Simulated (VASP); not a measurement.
A run of VASP 6.6.1 is set up as follows.

Contents of POSCAR:

```
LiCl
1.0
    0.0000000000      2.5560369887      2.5560369887
    2.5560369887      0.0000000000      2.5560369887
    2.5560369887      2.5560369887      0.0000000000
Li Cl
1 1
Direct
    0.0000000000      0.0000000000      0.0000000000
    0.5000000000      0.5000000000      0.5000000000
```

Contents of INCAR.step1:

```
PREC = Accurate ; ENCUT = 520
EDIFF = 1E-5 ; ISMEAR = 0
SIGMA = 0.01 ; LREAL = F
LASPH = T ; NELM = 80
ALGO = Normal ; ISIF = 2
LWAVE = T ; LCHARG = F
GGA = PE ; NBANDS = 12
```

Contents of INCAR.step2:

```
PREC = Accurate ; ENCUT = 520
EDIFF = 1E-6 ; ISMEAR = 0
SIGMA = 0.01 ; LREAL = F
LASPH = T ; NELM = 80
ALGO = Normal ; ISIF = 2
LWAVE = F ; LCHARG = F
GGA = PE ; LHFCALC = T
HFSCREEN = 0.2079 ; PRECFOCK = Normal
ISTART = 1 ; NBANDS = 12
```

File KPOINTS:

```
Automatic mesh
0
Gamma
  6 6 6
```

Potentials or basis: VASP PAW PBE potentials, release 64 (Li_sv, Cl).

Launch:

```sh
$ cat potpaw_PBE.64/Li_sv/POTCAR potpaw_PBE.64/Cl/POTCAR > POTCAR
$ cp INCAR.step1 INCAR
$ mpirun -np 1 vasp_std > vasp.out
$ cp INCAR.step2 INCAR
$ mpirun -np 1 vasp_std > vasp.out
```

Q: Predict the band gap on the k mesh.

A: 7.79 eV.

 A k mesh can miss the band edges.
